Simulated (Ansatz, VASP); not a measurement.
Two plane-wave programs on Ta2AlC2N

```
Ta Al C N
1.0
    -2.24598    2.24598    3.60992
     2.24598   -2.24598    3.60992
     2.24598    2.24598   -3.60992
Ta Al C N
2 1 2 1
Direct
  0.75000 0.25000 0.50000
  0.25000 0.75000 0.50000
  0.00000 0.00000 0.00000
  0.32055 0.32055 0.00000
  0.67945 0.67945 0.00000
  0.50000 0.50000 0.00000
```

Change from the starting cell: species swapped into the LuNi2B2C type (I4/mmm, No. 139).

Alike in both runs: functional PBE; k mesh 12 × 12 × 12; occupations gaussian, width 0.1 eV; no spin polarisation.

Ansatz relaxed the structure, and its values are those at the end. VASP's run is a single point on that final structure, the one shown.

|  | VASP | Ansatz |
| --- | --- | --- |
| version | VASP 6.6.1 | Ansatz 0.2.0 |
| potentials or method | VASP PAW PBE potentials, release 64 (Ta_pv, Al, C, N), cutoff 520 eV | scalar-relativistic, plane waves, PAW |
| valence electrons in the cell | 38 | 42 |

```tsv
	VASP	Ansatz	Ansatz less VASP
gap on the k mesh at the Fermi level (eV)	none	none	-
pressure (GPa)	0.2	0.0	-0.21
rms of the force components (eV/Å)	0.007	0.000	-0.0069
```

A gap of «none» marks a metal or a gap that the smearing closes. VASP's potentials hold 38 valence electrons a cell and Ansatz's 42, so a difference there can come from the potentials and not from the codes.

Spin-orbit coupling is off throughout.
